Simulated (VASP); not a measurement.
# W (Fm-3m) in VASP: a series of runs

Runs on W. Level: PBE. Tasks: single point.

Everything below comes from runs of VASP 6.6.1. Logs are shortened: lines on timing, memory, paths and dates and some standing lists are left out, and cuts for length are marked.

## (1) The cell of the first run

It takes space group Fm-3m (No. 225, cubic). The conventional cell has a = 3.862 Å, b = 3.862 Å, c = 3.862 Å, α = 90.00°, β = 90.00°, γ = 90.00°. Within 3.6 Å of W (site symmetry m-3m) lie 12 W at 2.73 Å.

## (2) Single point, PBE (volume scaled by 0.875, to set the pressure)

The input, INCAR:

```
SYSTEM = W
ALGO = Normal ; EDIFF = 1E-7
ENCUT = 520 ; GGA = PE
ISIF = 2 ; ISMEAR = -1
LASPH = .True. ; LCHARG = .False.
LREAL = .False. ; LWAVE = .False.
NBANDS = 13 ; NELM = 60
PREC = Accurate ; SIGMA = 0.08
```

The input, KPOINTS:

```
k-points
0
Gamma
  17 17 17
  0 0 0
```

The input, POSCAR:

```
W
1.0
    0.0000000000      1.9310953214      1.9310953214
    1.9310953214      0.0000000000      1.9310953214
    1.9310953214      1.9310953214      0.0000000000
W
1
Direct
    0.0000000000      0.0000000000      0.0000000000
```

Potentials or basis: VASP PAW PBE potentials, release 64 (W_sv).

Started as:

```bash
> cat potpaw_PBE.64/W_sv/POTCAR > POTCAR
> mpirun -np 1 vasp_std > vasp.out
```

OUTCAR:

```text
SYSTEM = W
   EDIFF = 1E-7
   ENCUT = 520
   GGA = PE
   ISIF = 2
   ISMEAR = -1
   LASPH = .True.
   LREAL = .False.
   NELM = 60
   PREC = Accurate

 ion  position               nearest neighbor table
   1  0.000  0.000  0.000-

  LATTYP: Found a face centered cubic cell.
 ALAT       =     3.8621906428

  Lattice vectors:

 A1 = (   0.0000000000,   1.9310953214,   1.9310953214)
 A2 = (   1.9310953214,   0.0000000000,   1.9310953214)
 A3 = (   1.9310953214,   1.9310953214,   0.0000000000)

Analysis of symmetry for initial positions (statically):
=====================================================================
 Subroutine PRICEL returns:
 Original cell was already a primitive cell.

 Routine SETGRP: Setting up the symmetry group for a
 face centered cubic supercell.

 Subroutine GETGRP returns: Found 48 space group operations
 (whereof 48 operations were pure point group operations)
 out of a pool of 48 trial point group operations.

The static configuration has the point symmetry O_h .

Analysis of symmetry for dynamics (positions and initial velocities):
=====================================================================
 Subroutine PRICEL returns:
 Original cell was already a primitive cell.

 Routine SETGRP: Setting up the symmetry group for a
 face centered cubic supercell.

 Subroutine GETGRP returns: Found 48 space group operations
 (whereof 48 operations were pure point group operations)
 out of a pool of 48 trial point group operations.

The dynamic configuration has the point symmetry O_h .

 Subroutine INISYM returns: Found 48 space group operations
 (whereof 48 operations are pure point group operations),
 and found     1 'primitive' translations

----------------------------------------------------------------------------------------

                                     Primitive cell

  volume of cell :      14.4026

  direct lattice vectors                    reciprocal lattice vectors
     0.000000000  1.931095321  1.931095321    -0.258920414  0.258920414  0.258920414
     1.931095321  0.000000000  1.931095321     0.258920414 -0.258920414  0.258920414
     1.931095321  1.931095321  0.000000000     0.258920414  0.258920414 -0.258920414

  length of vectors
     2.730981194  2.730981194  2.730981194     0.448463312  0.448463312  0.448463312

  position of ions in fractional coordinates (direct lattice)
     0.000000000  0.000000000  0.000000000

  ion indices of the primitive-cell ions
   primitive index   ion index
                 1           1

[... 78 lines left out ...]
   ISYM   =      2    0-nonsym 1-usesym 2-fastsym
   POTIM  = 0.5000    time-step for ionic-motion
   TEBEG  =    0.0;   TEEND  =   0.0 temperature during run
   PSTRESS=    0.0 pullay stress
   NELECT =      14.0000    total number of electrons
   NUPDOWN=      -1.0000    fix difference up-down
   EMIN   =  10.00;   EMAX   =-10.00  energy-range for DOS
   EFERMI =   0.00;   METHOD = LEGACY
   ISMEAR =    -1;   SIGMA  =   0.08  broadening in eV -4-tet -1-fermi 0-gaus
   EFERMI_NEDOS =   21; number of points for ismear=-14 and -15
   IALGO  =     38    algorithm
   IMIX   =      4    mixing-type and parameters
     AMIX     =   0.40;   BMIX     =  1.00
     AMIX_MAG =   1.60;   BMIX_MAG =  1.00
  volume/ion in A,a.u.               =      14.40        97.19
  Fermi-wavevector in a.u.,A,eV,Ry     =   1.621700  3.064568 35.782102  2.629910
  Thomas-Fermi vector in A             =   2.715433
   LORBIT       =      0    0 simple, 1 ext, 2 COOP (PROOUT), +10 PAW based schemes
   GGA     = PE    functional components
   LHFCALC =     F    Hartree Fock is set to
   AEXX    =    0.0000 exact exchange contribution
   IVDW    =     0    specifies the selected vdW correction
   LEPSILON=     F    determine dielectric tensor
   LRPA    =     F    only Hartree local field effects (RPA)
 non-spin polarized calculation
  energy-cutoff  :      520.00
  volume of cell :       14.40
 maximum number of plane-waves:       398
   NGX = 11   NGY = 11   NGZ = 11

 number of electron      14.0000003 magnetization

 Free energy of the ion-electron system (eV)
  ---------------------------------------------------
  ext. energy  EPLUGINS =         0.00000000
  ---------------------------------------------------
  free energy    TOTEN  =       -12.19052748 eV

  energy without entropy =      -12.16744282  energy(sigma->0) =      -12.17898515

 E-fermi :  12.3821     XC(G=0): -14.1782

 val. band max:       12.3601390127   @ k =  -0.3529   0.1765   0.0588
 cond. band min:      12.4032433379   @ k =  -0.4706   0.1765   0.0588
 fundamental gap:      0.0431043252
 Fermi energy:        12.3821485109

 k-point     1 :       0.0000    0.0000    0.0000
  band No.  band energies     occupation
      1     -61.0644      2.00000
      2     -24.4802      2.00000
      3     -24.4802      2.00000
      4     -24.4802      2.00000
      5       2.7243      2.00000
      6      11.6311      1.99983
      7      11.6311      1.99983
      8      11.6311      1.99983
      9      15.3912      0.00000
     10      15.3912      0.00000
     11      25.2971      0.00000
     12      31.1894      0.00000
     13      31.1894      0.00000
[... 354 lines left out ...]
  band No.  band energies     occupation
      1     -61.0263      2.00000
      2     -24.8413      2.00000
      3     -24.5710      2.00000
      4     -24.5086      2.00000
      5       3.7953      2.00000
      6      10.8553      2.00000
      7      12.0875      1.95093
      8      12.1092      1.93615
      9      14.6198      0.00000
     10      15.4139      0.00000
     11      27.2627      0.00000
     12      28.8513      0.00000
     13      32.3511      0.00000

 [... further k-points ...]

------------------------ aborting loop because EDIFF is reached ----------------------------------------

  FORCE on cell =-STRESS in cart. coord.  units (eV):
  Direction    XX          YY          ZZ          XY          YZ          ZX
  --------------------------------------------------------------------------------------
  -------------------------------------------------------------------------------------
  Total        4.5059953      4.5059953      4.5059953     -0.0000000      0.0000000     -0.0000000
  in kB      501.2566964    501.2566964    501.2566964     -0.0000000      0.0000000     -0.0000000
  external PRESSURE =     501.2566964 kB  Pullay stress =       0.0000000 kB

 VOLUME and BASIS-vectors are now :
 -----------------------------------------------------------------------------
  energy-cutoff  :      520.00
  volume of cell :       14.40
      direct lattice vectors                 reciprocal lattice vectors
     0.000000000  1.931095321  1.931095321    -0.258920414  0.258920414  0.258920414
     1.931095321  0.000000000  1.931095321     0.258920414 -0.258920414  0.258920414
     1.931095321  1.931095321  0.000000000     0.258920414  0.258920414 -0.258920414

 POSITION                                       TOTAL-FORCE (eV/Angst)
 -----------------------------------------------------------------------------------
      0.00000      0.00000      0.00000         0.000000      0.000000     -0.000000
 -----------------------------------------------------------------------------------
    total drift:                                0.000000      0.000000      0.000000

  FREE ENERGIE OF THE ION-ELECTRON SYSTEM (eV)
  ---------------------------------------------------
  free  energy   TOTEN  =       -12.1905274835 eV

  energy  without entropy=      -12.1674428228  energy(sigma->0) =      -12.17898515
```

OSZICAR:

```text
N       E                     dE             d eps       ncg     rms          rms(c)
DAV:   1     0.859118815254E+02    0.85912E+02   -0.74485E+03  4327   0.124E+03
DAV:   2    -0.111101250678E+02   -0.97022E+02   -0.93410E+02  4765   0.320E+02
DAV:   3    -0.126856852742E+02   -0.15756E+01   -0.15689E+01  4680   0.393E+01
DAV:   4    -0.126916895617E+02   -0.60043E-02   -0.60041E-02  4895   0.265E+00
DAV:   5    -0.126917345119E+02   -0.44950E-04   -0.44949E-04  4805   0.215E-01    0.243E+01
DAV:   6    -0.123082638145E+02    0.38347E+00   -0.28861E-01  4540   0.735E+00    0.108E+01
DAV:   7    -0.121942612014E+02    0.11400E+00   -0.17553E-01  4770   0.544E+00    0.396E-01
DAV:   8    -0.121905149767E+02    0.37462E-02   -0.40802E-03  4355   0.862E-01    0.428E-02
DAV:   9    -0.121905278059E+02   -0.12829E-04   -0.44675E-05  5035   0.799E-02    0.435E-02
DAV:  10    -0.121905273985E+02    0.40735E-06   -0.92838E-06  4650   0.412E-02    0.287E-03
DAV:  11    -0.121905275984E+02   -0.19986E-06   -0.13428E-07  3359   0.464E-03    0.709E-04
DAV:  12    -0.121905274721E+02    0.12626E-06   -0.10212E-08  2515   0.134E-03    0.754E-05
DAV:  13    -0.121905274835E+02   -0.11330E-07   -0.16425E-09  2250   0.579E-04
   1 F= -.12190527E+02 E0= -.12178985E+02  d E =-.230847E-01
```

stdout:

```text
POSCAR found type information on POSCAR W
 POSCAR found :  1 types and       1 ions
 scaLAPACK will be used
 LDA part: xc-table for (Slater+PW92), standard interpolation
 POSCAR, INCAR and KPOINTS ok, starting setup
 FFT: planning ... GRIDC
 FFT: planning ... GRID_SOFT
 FFT: planning ... GRID
 WAVECAR not read
 entering main loop
```

Run time: 9.7 s. Hardware: 1 thread of Intel Xeon 6975P-C (Granite Rapids), shared host; peak memory 0.14 GiB.

What came out:

```
Free energy            : -12.1905 eV
Pressure               : 50.1 GPa
Band gap on the k mesh : zero (band 7 reaches 16.11 eV, above the bottom of band 8 at 11.63 eV)
```

Caveat: the cell differs from its parent crystal (volume scaled by 0.875, to set the pressure); spin-orbit coupling is left out, which moves the levels of the heavy elements.

## (3) Single point, PBE

The input, INCAR:

```
ALGO     = Normal         # electronic algorithm
EDIFF    = 1E-6           # SCF threshold, eV
ENCUT    = 520            # plane-wave cutoff, eV
GGA      = PE             # functional
ISIF     = 2              # what is computed and relaxed
ISMEAR   = -1             # smearing method
LASPH    = T              # aspherical terms in the spheres
LCHARG   = F              # write CHGCAR
LREAL    = F              # projectors in reciprocal space
LWAVE    = F              # write WAVECAR
NBANDS   = 13             # bands
NELM     = 100            # most SCF steps
PREC     = Accurate       # precision mode
SIGMA    = 0.08           # smearing width, eV
```

The input, KPOINTS:

```
k-points
0
Gamma
  17 17 17
```

The input, POSCAR:

```
W
1.0
    0.0000000000      1.9308254530      1.9308254530
    1.9308254530      0.0000000000      1.9308254530
    1.9308254530      1.9308254530      0.0000000000
W
1
Direct
    0.0000000000      0.0000000000      0.0000000000
```

Potentials or basis: VASP PAW PBE potentials, release 64 (W_sv).

Started as:

```bash
> cat potpaw_PBE.64/W_sv/POTCAR > POTCAR
> mpirun -np 1 vasp_std > vasp.out
```

OUTCAR:

```text
EDIFF = 1E-6
   ENCUT = 520
   GGA = PE
   ISIF = 2
   ISMEAR = -1
   LASPH = T
   LREAL = F
   NELM = 100
   PREC = Accurate

 ion  position               nearest neighbor table
   1  0.000  0.000  0.000-

  LATTYP: Found a face centered cubic cell.
 ALAT       =     3.8616509060

  Lattice vectors:

 A1 = (   0.0000000000,   1.9308254530,   1.9308254530)
 A2 = (   1.9308254530,   0.0000000000,   1.9308254530)
 A3 = (   1.9308254530,   1.9308254530,   0.0000000000)

[... 560 lines left out ...]
     13      32.3609      0.00000

 [... further k-points ...]

------------------------ aborting loop because EDIFF is reached ----------------------------------------

  FORCE on cell =-STRESS in cart. coord.  units (eV):
  Direction    XX          YY          ZZ          XY          YZ          ZX
  --------------------------------------------------------------------------------------
  -------------------------------------------------------------------------------------
  Total        4.5226335      4.5226335      4.5226335     -0.0000000     -0.0000000      0.0000000
  in kB      503.3185482    503.3185482    503.3185482     -0.0000000     -0.0000000      0.0000000
  external PRESSURE =     503.3185482 kB  Pullay stress =       0.0000000 kB

 VOLUME and BASIS-vectors are now :
 -----------------------------------------------------------------------------
  energy-cutoff  :      520.00
  volume of cell :       14.40
      direct lattice vectors                 reciprocal lattice vectors
     0.000000000  1.930825453  1.930825453    -0.258956603  0.258956603  0.258956603
     1.930825453  0.000000000  1.930825453     0.258956603 -0.258956603  0.258956603
     1.930825453  1.930825453  0.000000000     0.258956603  0.258956603 -0.258956603

 POSITION                                       TOTAL-FORCE (eV/Angst)
 -----------------------------------------------------------------------------------
      0.00000      0.00000      0.00000         0.000000      0.000000      0.000000
 -----------------------------------------------------------------------------------
    total drift:                                0.000000     -0.000000      0.000000

  FREE ENERGIE OF THE ION-ELECTRON SYSTEM (eV)
  ---------------------------------------------------
  free  energy   TOTEN  =       -12.1886302039 eV

  energy  without entropy=      -12.1655589023  energy(sigma->0) =      -12.17709455
```

OSZICAR:

```text
N       E                     dE             d eps       ncg     rms          rms(c)
DAV:   1     0.862349295065E+02    0.86235E+02   -0.73391E+03  4314   0.124E+03
DAV:   2    -0.111073373299E+02   -0.97342E+02   -0.93565E+02  4765   0.322E+02
DAV:   3    -0.126837275132E+02   -0.15764E+01   -0.15702E+01  4760   0.396E+01
DAV:   4    -0.126894586725E+02   -0.57312E-02   -0.57310E-02  4810   0.263E+00
DAV:   5    -0.126895011164E+02   -0.42444E-04   -0.42445E-04  4825   0.213E-01    0.243E+01
DAV:   6    -0.123063509817E+02    0.38315E+00   -0.28824E-01  4535   0.734E+00    0.108E+01
DAV:   7    -0.121923626682E+02    0.11399E+00   -0.17543E-01  4785   0.544E+00    0.395E-01
DAV:   8    -0.121886177722E+02    0.37449E-02   -0.40795E-03  4350   0.862E-01    0.428E-02
DAV:   9    -0.121886306076E+02   -0.12835E-04   -0.44639E-05  5050   0.799E-02    0.435E-02
DAV:  10    -0.121886302039E+02    0.40373E-06   -0.92832E-06  4620   0.412E-02
   1 F= -.12188630E+02 E0= -.12177095E+02  d E =-.230713E-01
```

It took 8 s on 1 thread of Intel Xeon 6975P-C (Granite Rapids), shared host; peak memory 0.14 GiB.

What came out:

```
Free energy            : -12.1886 eV
Pressure               : 50.3 GPa
Band gap on the k mesh : zero (band 7 reaches 16.12 eV, above the bottom of band 8 at 11.64 eV)
```

Caveat: spin-orbit coupling is left out, which moves the levels of the heavy elements.

## (4) Single point, PBE

INCAR, as its differences from that of step 3:

```diff
@@ -11,3 +11,3 @@
 NBANDS   = 13             # bands
-NELM     = 100            # most SCF steps
+NELM     = 60             # most SCF steps
 PREC     = Accurate       # precision mode
```

KPOINTS is that of step 3.

The input, POSCAR:

```
W
1.0
    0.0000000000      1.9306305577      1.9306305577
    1.9306305577      0.0000000000      1.9306305577
    1.9306305577      1.9306305577      0.0000000000
W
1
Direct
    0.0000000000      0.0000000000      0.0000000000
```

Potentials or basis: VASP PAW PBE potentials, release 64 (W_sv).

Started as:

```bash
> cat potpaw_PBE.64/W_sv/POTCAR > POTCAR
> mpirun -np 1 vasp_std > vasp.out
```

OUTCAR:

```text
EDIFF = 1E-6
   ENCUT = 520
   GGA = PE
   ISIF = 2
   ISMEAR = -1
   LASPH = T
   LREAL = F
   NELM = 60
   PREC = Accurate

 ion  position               nearest neighbor table
   1  0.000  0.000  0.000-

  LATTYP: Found a face centered cubic cell.
 ALAT       =     3.8612611154

  Lattice vectors:

 A1 = (   0.0000000000,   1.9306305577,   1.9306305577)
 A2 = (   1.9306305577,   0.0000000000,   1.9306305577)
 A3 = (   1.9306305577,   1.9306305577,   0.0000000000)

[... 560 lines left out ...]
     13      32.3679      0.00000

 [... further k-points ...]

------------------------ aborting loop because EDIFF is reached ----------------------------------------

  FORCE on cell =-STRESS in cart. coord.  units (eV):
  Direction    XX          YY          ZZ          XY          YZ          ZX
  --------------------------------------------------------------------------------------
  -------------------------------------------------------------------------------------
  Total        4.5340959      4.5340959      4.5340959     -0.0000000      0.0000000      0.0000000
  in kB      504.7470127    504.7470127    504.7470127     -0.0000000      0.0000000      0.0000000
  external PRESSURE =     504.7470127 kB  Pullay stress =       0.0000000 kB

 VOLUME and BASIS-vectors are now :
 -----------------------------------------------------------------------------
  energy-cutoff  :      520.00
  volume of cell :       14.39
      direct lattice vectors                 reciprocal lattice vectors
     0.000000000  1.930630558  1.930630558    -0.258982744  0.258982744  0.258982744
     1.930630558  0.000000000  1.930630558     0.258982744 -0.258982744  0.258982744
     1.930630558  1.930630558  0.000000000     0.258982744  0.258982744 -0.258982744

 POSITION                                       TOTAL-FORCE (eV/Angst)
 -----------------------------------------------------------------------------------
      0.00000      0.00000      0.00000         0.000000      0.000000     -0.000000
 -----------------------------------------------------------------------------------
    total drift:                                0.000000     -0.000000     -0.000000

  FREE ENERGIE OF THE ION-ELECTRON SYSTEM (eV)
  ---------------------------------------------------
  free  energy   TOTEN  =       -12.1872553330 eV

  energy  without entropy=      -12.1641937634  energy(sigma->0) =      -12.17572455
```

OSZICAR:

```text
N       E                     dE             d eps       ncg     rms          rms(c)
DAV:   1     0.829335243364E+02    0.82934E+02   -0.74430E+03  4330   0.124E+03
DAV:   2    -0.110928746744E+02   -0.94026E+02   -0.90389E+02  4715   0.315E+02
DAV:   3    -0.126817978839E+02   -0.15889E+01   -0.15818E+01  4805   0.394E+01
DAV:   4    -0.126878406213E+02   -0.60427E-02   -0.60426E-02  4830   0.265E+00
DAV:   5    -0.126878836149E+02   -0.42994E-04   -0.42994E-04  4870   0.213E-01    0.243E+01
DAV:   6    -0.123049648692E+02    0.38292E+00   -0.28796E-01  4550   0.734E+00    0.108E+01
DAV:   7    -0.121909864758E+02    0.11398E+00   -0.17540E-01  4790   0.544E+00    0.395E-01
DAV:   8    -0.121872429400E+02    0.37435E-02   -0.40822E-03  4365   0.863E-01    0.427E-02
DAV:   9    -0.121872557295E+02   -0.12790E-04   -0.44665E-05  5073   0.799E-02    0.435E-02
DAV:  10    -0.121872553330E+02    0.39656E-06   -0.92840E-06  4635   0.412E-02
   1 F= -.12187255E+02 E0= -.12175725E+02  d E =-.230616E-01
```

stdout:

```text
POSCAR found type information on POSCAR W
 POSCAR found :  1 types and       1 ions
 scaLAPACK will be used
 LDA part: xc-table for (Slater+PW92), standard interpolation
 POSCAR, INCAR and KPOINTS ok, starting setup
 FFT: planning ... GRIDC
 FFT: planning ... GRID_SOFT
 FFT: planning ... GRID
 WAVECAR not read
 entering main loop
```

Run time: 8.1 s. Hardware: 1 thread of Intel Xeon 6975P-C (Granite Rapids), shared host; peak memory 0.14 GiB.

What came out:

```yaml
Free_energy: -12.1873 eV
Pressure: 50.5 GPa
Band_gap_on_the_k_mesh: zero (band 7 reaches 16.12 eV, above the bottom of band 8 at 11.64 eV)
```

Levels at points of the mesh, in eV from the Fermi level:
```
           k point  band 4  band 5  band 6  band 7  band 8  band 9  band 10  band 11
(0.00, 0.00, 0.00)  -36.86   -9.66   -0.75   -0.75   -0.75    3.01     3.01    12.92
```

Caveat: spin-orbit coupling is left out, which moves the levels of the heavy elements.

[end of part 1 of 2]
